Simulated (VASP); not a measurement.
# NaCl (Pm-3m) in VASP: further runs

Runs on NaCl. Level: PBE. Tasks: electric field gradients.

All numbers are computed with VASP 6.6.1; they aren't measurements. Logs are shortened: lines on timing, memory, paths and dates and some standing lists are left out, and cuts for length are marked.

### Step 1. The cell of the first run

Symmetry: Pm-3m, No. 221, cubic system. The conventional cell has a = 2.821 Å, b = 2.821 Å, c = 2.821 Å, α = 90.00°, β = 90.00°, γ = 90.00°. Within 3.2 Å of Na (site symmetry m-3m) lie 8 Cl at 2.44 Å and 6 Na at 2.82 Å. Cl (site symmetry m-3m) has 8 Na at 2.44 Å and 6 Cl at 2.82 Å within 3.2 Å.

### Step 2. Electric field gradients, PBE (11.23 Å³/atom)

INCAR reads:

```
SYSTEM = NaCl
PREC = Accurate ; ENCUT = 400
EDIFF = 1E-8 ; ISMEAR = -1
SIGMA = 0.02 ; LREAL = .FALSE.
LASPH = .TRUE. ; NELM = 120
ALGO = Normal ; ISIF = 2
LWAVE = .FALSE. ; LCHARG = .FALSE.
GGA = PE ; LEFG = .TRUE.
NBANDS = 14 ; GGA_COMPAT = .FALSE.
```

KPOINTS reads:

```
Automatic mesh
0
G
  8 8 8
  0 0 0
```

POSCAR reads:

```
NaCl
1.0
    2.8213466130      0.0000000000      0.0000000000
    0.0000000000      2.8213466130      0.0000000000
    0.0000000000      0.0000000000      2.8213466130
Na Cl
1 1
Direct
    0.0000000000      0.0000000000      0.0000000000
    0.5000000000      0.5000000000      0.5000000000
```

Potentials or basis: VASP PAW PBE potentials, release 64 (Na_pv, Cl).

Launch:

```console
cat potpaw_PBE.64/Na_pv/POTCAR potpaw_PBE.64/Cl/POTCAR > POTCAR
mpirun -np 1 vasp_std > vasp.out
```

OUTCAR:

```text
SYSTEM = NaCl
   PREC = Accurate
   ENCUT = 400
   EDIFF = 1E-8
   ISMEAR = -1
   LREAL = .FALSE.
   LASPH = .TRUE.
   NELM = 120
   ISIF = 2
   GGA = PE

 ion  position               nearest neighbor table
   1  0.000  0.000  0.000-   2 2.44   2 2.44   2 2.44   2 2.44   2 2.44   2 2.44   2 2.44   2 2.44

   2  0.500  0.500  0.500-   1 2.44   1 2.44   1 2.44   1 2.44   1 2.44   1 2.44   1 2.44   1 2.44

  LATTYP: Found a simple cubic cell.
 ALAT       =     2.8213466130

  Lattice vectors:

 A1 = (   2.8213466130,   0.0000000000,   0.0000000000)
 A2 = (   0.0000000000,   2.8213466130,   0.0000000000)
 A3 = (   0.0000000000,   0.0000000000,   2.8213466130)

Analysis of symmetry for initial positions (statically):
=====================================================================
 Subroutine PRICEL returns:
 Original cell was already a primitive cell.

 Routine SETGRP: Setting up the symmetry group for a
 simple cubic supercell.

 Subroutine GETGRP returns: Found 48 space group operations
 (whereof 48 operations were pure point group operations)
 out of a pool of 48 trial point group operations.

The static configuration has the point symmetry O_h .

Analysis of symmetry for dynamics (positions and initial velocities):
=====================================================================
 Subroutine PRICEL returns:
 Original cell was already a primitive cell.

 Routine SETGRP: Setting up the symmetry group for a
 simple cubic supercell.

 Subroutine GETGRP returns: Found 48 space group operations
 (whereof 48 operations were pure point group operations)
 out of a pool of 48 trial point group operations.

The dynamic configuration has the point symmetry O_h .

 Subroutine INISYM returns: Found 48 space group operations
 (whereof 48 operations are pure point group operations),
 and found     1 'primitive' translations

----------------------------------------------------------------------------------------

                                     Primitive cell

  volume of cell :      22.4579

  direct lattice vectors                    reciprocal lattice vectors
     2.821346613  0.000000000  0.000000000     0.354440676  0.000000000  0.000000000
     0.000000000  2.821346613  0.000000000     0.000000000  0.354440676  0.000000000
     0.000000000  0.000000000  2.821346613     0.000000000  0.000000000  0.354440676

  length of vectors
     2.821346613  2.821346613  2.821346613     0.354440676  0.354440676  0.354440676

  position of ions in fractional coordinates (direct lattice)
     0.000000000  0.000000000  0.000000000
     0.500000000  0.500000000  0.500000000

  ion indices of the primitive-cell ions
   primitive index   ion index
                 1           1
                 2           2

----------------------------------------------------------------------------------------

 KPOINTS: Automatic mesh

Automatic generation of k-mesh.
 Grid dimensions read from file:
 generate k-points for:    8    8    8

 Generating k-lattice:

  Cartesian coordinates                     Fractional coordinates (reciprocal lattice)
     0.044305084  0.000000000  0.000000000     0.125000000  0.000000000  0.000000000
     0.000000000  0.044305084  0.000000000     0.000000000  0.125000000  0.000000000
     0.000000000  0.000000000  0.044305084     0.000000000  0.000000000  0.125000000

  Length of vectors
     0.044305084  0.044305084  0.044305084

  Shift w.r.t. Gamma in fractional coordinates (k-lattice)
     0.000000000  0.000000000  0.000000000

 Subroutine IBZKPT returns following result:
 ===========================================

 Found     35 irreducible k-points:

 Following reciprocal coordinates:
            Coordinates               Weight
  0.000000  0.000000  0.000000      1.000000
  0.125000  0.000000  0.000000      6.000000
  0.250000  0.000000  0.000000      6.000000
  0.375000  0.000000  0.000000      6.000000
  0.500000  0.000000  0.000000      3.000000
  0.125000  0.125000  0.000000     12.000000
[... 16 lines left out ...]
  0.375000  0.375000  0.125000     24.000000
  0.500000  0.375000  0.125000     24.000000
 [... further k-points ...]
   k-points           NKPTS =     35   k-points in BZ     NKDIM =     35   number of bands    NBANDS=     14
   number of dos      NEDOS =    301   number of ions     NIONS =      2
   total plane-waves  NPLWV =   5832
   dimension x,y,z NGX =    18 NGY =   18 NGZ =   18
   dimension x,y,z NGXF=    36 NGYF=   36 NGZF=   36
   ions per type =               1   1
   NGX,Y,Z   is equivalent  to a cutoff of  10.61, 10.61, 10.61 a.u.
   NGXF,Y,Z  is equivalent  to a cutoff of  21.21, 21.21, 21.21 a.u.
 SYSTEM =  NaCl
   PREC   = accura    normal or accurate (medium, high low for compatibility)
   ISTART =      0    job   : 0-new  1-cont  2-samecut
   ICHARG =      2    charge: 1-file 2-atom 10-const
   ISPIN  =      1    spin polarized calculation?
   LNONCOLLINEAR =      F non collinear calculations
   LSORBIT =      F    spin-orbit coupling
   LASPH  =      T    aspherical Exc in radial PAW
   ENCUT  =  400.0 eV  29.40 Ry    5.42 a.u.   4.60  4.60  4.60*2*pi/ulx,y,z
   NELM   =    120;   NELMIN=  2; NELMDL= -5     # of ELM steps
   EDIFF  = 0.1E-07   stopping-criterion for ELM
   LREAL  =      F    real-space projection
   EDIFFG = 0.1E-06   stopping-criterion for IOM
   NSW    =      0    number of steps for IOM
   IBRION =     -1    ionic relax: 0-MD 1-quasi-New 2-CG
   NFREE  =      0    steps in history (QN), initial steepest desc. (CG)
   ISIF   =      2    stress and relaxation
   ISYM   =      2    0-nonsym 1-usesym 2-fastsym
   POTIM  = 0.5000    time-step for ionic-motion
   TEBEG  =    0.0;   TEEND  =   0.0 temperature during run
   PSTRESS=    0.0 pullay stress
   NELECT =      14.0000    total number of electrons
   NUPDOWN=      -1.0000    fix difference up-down
   EMIN   =  10.00;   EMAX   =-10.00  energy-range for DOS
   EFERMI =   0.00;   METHOD = LEGACY
   ISMEAR =    -1;   SIGMA  =   0.02  broadening in eV -4-tet -1-fermi 0-gaus
   EFERMI_NEDOS =   21; number of points for ismear=-14 and -15
   IALGO  =     38    algorithm
   IMIX   =      4    mixing-type and parameters
     AMIX     =   0.40;   BMIX     =  1.00
     AMIX_MAG =   1.60;   BMIX_MAG =  1.00
  volume/ion in A,a.u.               =      11.23        75.78
  Fermi-wavevector in a.u.,A,eV,Ry     =   1.398495  2.642773 26.610133  1.955790
  Thomas-Fermi vector in A             =   2.521648
   LORBIT       =      0    0 simple, 1 ext, 2 COOP (PROOUT), +10 PAW based schemes
   GGA     = PE    functional components
   LHFCALC =     F    Hartree Fock is set to
   AEXX    =    0.0000 exact exchange contribution
   IVDW    =     0    specifies the selected vdW correction
   LEPSILON=     F    determine dielectric tensor
   LRPA    =     F    only Hartree local field effects (RPA)
 non-spin polarized calculation
  energy-cutoff  :      400.00
  volume of cell :       22.46
 maximum number of plane-waves:       437
   NGX =  9   NGY =  9   NGZ =  9

 number of electron      13.9999945 magnetization

 Free energy of the ion-electron system (eV)
  ---------------------------------------------------
  ext. energy  EPLUGINS =         0.00000000
  ---------------------------------------------------
  free energy    TOTEN  =        -3.78430505 eV

  energy without entropy =       -3.78430505  energy(sigma->0) =       -3.78430505

 E-fermi :   7.8979     XC(G=0): -11.5888

 val. band max:        7.4296217893   @ k =   0.5000   0.5000   0.0000
 cond. band min:      11.6751980686   @ k =   0.5000   0.5000   0.0000
 fundamental gap:      4.2455762794
 Fermi energy:         7.8979217357

 k-point     1 :       0.0000    0.0000    0.0000
  band No.  band energies     occupation
      1     -15.4331      2.00000
      2     -15.4331      2.00000
      3     -15.4331      2.00000
      4      -9.9255      2.00000
      5       6.0958      2.00000
      6       6.0958      2.00000
      7       6.0958      2.00000
      8      13.8639      0.00000
      9      13.8639      0.00000
     10      15.2417      0.00000
     11      25.3643      0.00000
     12      25.3643      0.00000
     13      25.3643      0.00000
     14      30.5154      0.00000
[... 377 lines left out ...]
      1     -15.7388      2.00000
      2     -15.6644      2.00000
      3     -15.4056      2.00000
      4      -7.3341      2.00000
      5       1.6085      2.00000
      6       2.4396      2.00000
      7       6.3277      2.00000
      8      12.6537      0.00000
      9      18.0824      0.00000
     10      18.6475      0.00000
     11      19.5806      0.00000
     12      25.0477      0.00000
     13      25.5484      0.00000
     14      29.3534      0.00000

 [... further k-points ...]

------------------------ aborting loop because EDIFF is reached ----------------------------------------

  FORCE on cell =-STRESS in cart. coord.  units (eV):
  Direction    XX          YY          ZZ          XY          YZ          ZX
  --------------------------------------------------------------------------------------
  -------------------------------------------------------------------------------------
  Total       10.6586691     10.6586691     10.6586691     -0.0000000     -0.0000000      0.0000000
  in kB      760.4037149    760.4037149    760.4037149     -0.0000000     -0.0000000      0.0000000
  external PRESSURE =     760.4037149 kB  Pullay stress =       0.0000000 kB

 VOLUME and BASIS-vectors are now :
 -----------------------------------------------------------------------------
  energy-cutoff  :      400.00
  volume of cell :       22.46
      direct lattice vectors                 reciprocal lattice vectors
     2.821346613  0.000000000  0.000000000     0.354440676  0.000000000  0.000000000
     0.000000000  2.821346613  0.000000000     0.000000000  0.354440676  0.000000000
     0.000000000  0.000000000  2.821346613     0.000000000  0.000000000  0.354440676

 POSITION                                       TOTAL-FORCE (eV/Angst)
 -----------------------------------------------------------------------------------
      0.00000      0.00000      0.00000         0.000000      0.000000      0.000000
      1.41067      1.41067      1.41067         0.000000      0.000000      0.000000
 -----------------------------------------------------------------------------------
    total drift:                                0.000000     -0.000000     -0.000000

  FREE ENERGIE OF THE ION-ELECTRON SYSTEM (eV)
  ---------------------------------------------------
  free  energy   TOTEN  =        -3.7843050466 eV

  energy  without entropy=       -3.7843050466  energy(sigma->0) =       -3.78430505

 Electric field gradients (V/A^2)
---------------------------------------------------------------------
 ion       V_xx      V_yy      V_zz      V_xy      V_xz      V_yz
---------------------------------------------------------------------
   1       0.000     0.000     0.000    -0.000     0.000    -0.000
   2       0.000     0.000     0.000    -0.000    -0.000     0.000
---------------------------------------------------------------------

 Electric field gradients after diagonalization (V/A^2)
 (convention: |V_zz| > |V_xx| > |V_yy|)
----------------------------------------------------------------------
 ion       V_xx      V_yy      V_zz     asymmetry (V_yy - V_xx)/ V_zz
----------------------------------------------------------------------
   1       0.000     0.000     0.000      -0.183
   2       0.000     0.000     0.000      -0.008
----------------------------------------------------------------------

           NMR quadrupolar parameters

 Cq : quadrupolar parameter    Cq=e*Q*V_zz/h
 eta: asymmetry parameters     (V_yy - V_xx)/ V_zz
 Q  : nuclear electric quadrupole moment in mb (millibarn)
----------------------------------------------------------------------
 ion       Cq(MHz)       eta       Q (mb)
----------------------------------------------------------------------
   1       0.000      -0.183       1.000
   2       0.000      -0.008       1.000
----------------------------------------------------------------------
```

Run time: 16 s. Hardware: 1 thread of AMD EPYC, shared host; peak memory 0.08 GiB.

What came out:

* Free energy: -3.7843 eV
* Pressure: 76.0 GPa
* Band gap on the k mesh: 4.25 eV
* Largest electric field gradient by atom: zero within the noise of the run

Caveat: the cell stands under pressure.

(Part 1 of 3 ends here.)
